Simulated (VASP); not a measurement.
BaTe:

```
Ba Te
1.0
     6.00144    0.00000    0.00000
     0.00000    6.00144    0.00000
     0.00000    0.00000    4.24363
Ba Te
2 2
Cartesian
  3.0007 0.0000 2.1216
  0.0000 3.0007 2.1220
  0.0000 0.0000 0.0000
  3.0007 3.0007 0.0000
```

Base run:

```yaml
Program: VASP 6.6.1
Functional: RPBE
Potentials_or_basis: VASP PAW PBE potentials, release 64 (Ba_sv, Te)
Cutoff: 520 eV
k_mesh: 6 × 6 × 8
Occupations: gaussian, width 0.05 eV
Spin: no spin polarisation
```

Its results: band gap on the k mesh 0.85 eV; pressure 1.8 GPa.

The run is repeated on the same cell with these changes: functional from RPBE to PBE. What comes out?

Band gap on the k mesh 0.76 eV; pressure 0.5 GPa.

PBE binds more tightly than RPBE, so the same cell stands under less pressure.

Caveats: spin-orbit coupling is left out, which moves the levels of the heavy elements; the PAW data sets were made with another functional, which shifts forces and pressure a little (at least some runs); semilocal functionals underestimate gaps, and a narrow one can read as zero (at least some runs).

A k mesh can miss the band edges.
